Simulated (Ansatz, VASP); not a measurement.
# PtSe2 in VASP and in Ansatz

Contents of INCAR:

```
SYSTEM = PtSe2
ALGO = Normal ; DIPOL = 0.5 0.5 0.391
EDIFF = 1E-6 ; ENCUT = 520
GGA = PE ; IDIPOL = 3
ISIF = 2 ; ISMEAR = 0
IVDW = 12 ; LASPH = .True.
LCHARG = .False. ; LDIPOL = .True.
LREAL = .False. ; LWAVE = .False.
NBANDS = 31 ; NELM = 80
PREC = Accurate ; SIGMA = 0.05
```

The input KPOINTS:

```
k-points
0
Gamma
  9 9 1
  0 0 0
```

POSCAR

```
PtSe2
1.0
    3.7070358307      0.0000000000      0.0000000000
   -1.8535179153      3.2103872021      0.0000000000
    0.0000000000      0.0000000000     22.7981611688
Se Pt
4 2
Direct
    0.6666666667      0.3333333333      0.1973843402
    0.3333333333      0.6666666667      0.3135814565
    0.8333333333      1.0000000000      0.4675412418
    0.5000000000      1.3333333333      0.5837383581
    0.0000000000      0.0000000000      0.2554828983
    0.1666666667      0.6666666667      0.5256398000
```

Input for Ansatz:

```yaml
crystal:
  lattice:
    - [3.7070358307, 0.0, 0.0]
    - [-1.8535179153, 3.2103872021, 0.0]
    - [0.0, 0.0, 22.7981611688]
  atoms:
    - { symbol: Se, position: [0.6666666667, 0.3333333333, 0.1973843402] }
    - { symbol: Pt, position: [0.0, 0.0, 0.2554828983] }
    - { symbol: Se, position: [0.3333333333, 0.6666666667, 0.3135814565] }
    - { symbol: Se, position: [0.8333333333, 1.0, 0.4675412418] }
    - { symbol: Pt, position: [0.1666666667, 0.6666666667, 0.5256398] }
    - { symbol: Se, position: [0.5, 1.3333333333, 0.5837383581] }
basis:
  ecutwfc: 420
kpoints:
  mp_grid: { grid: [9, 9, 1] }
hamiltonian:
  xc: pbe
  pseudopotentials: { kind: paw, azcp: { folder: soft_1 } }
  dispersion: d3bj
scf:
  occupations: { method: gaussian, width: 0.05 }
output:
  forces: true
  eigenvalues: true
efield:
  axis: 3
  dipole_correction: true
  ramp_width: 0.04
```

Alike in both runs: task single point; functional PBE; dispersion D3(BJ); k mesh 9 × 9 × 1; occupations gaussian, width 0.05 eV; no spin polarisation.

```csv
,VASP,Ansatz
version,VASP 6.6.1,Ansatz 0.2.0
potentials or method,"VASP PAW PBE potentials, release 64 (Se, Pt), cutoff 520 eV","scalar-relativistic, plane waves, PAW"
valence electrons in the cell,44,100
```

VASP gave:

* gap on the k mesh at the Fermi level (eV): 0.99
* least direct gap on the mesh (eV): 1.18
* rms of the force components (eV/Å): 0.033

Question: Which values does Ansatz return?

Answer: gap on the k mesh at the Fermi level (eV): 1.00; least direct gap on the mesh (eV): 1.19; rms of the force components (eV/Å): 0.033.

VASP's potentials hold 44 valence electrons a cell and Ansatz's 100, so a difference there can come from the potentials and not from the codes.

Spin-orbit coupling is off throughout.
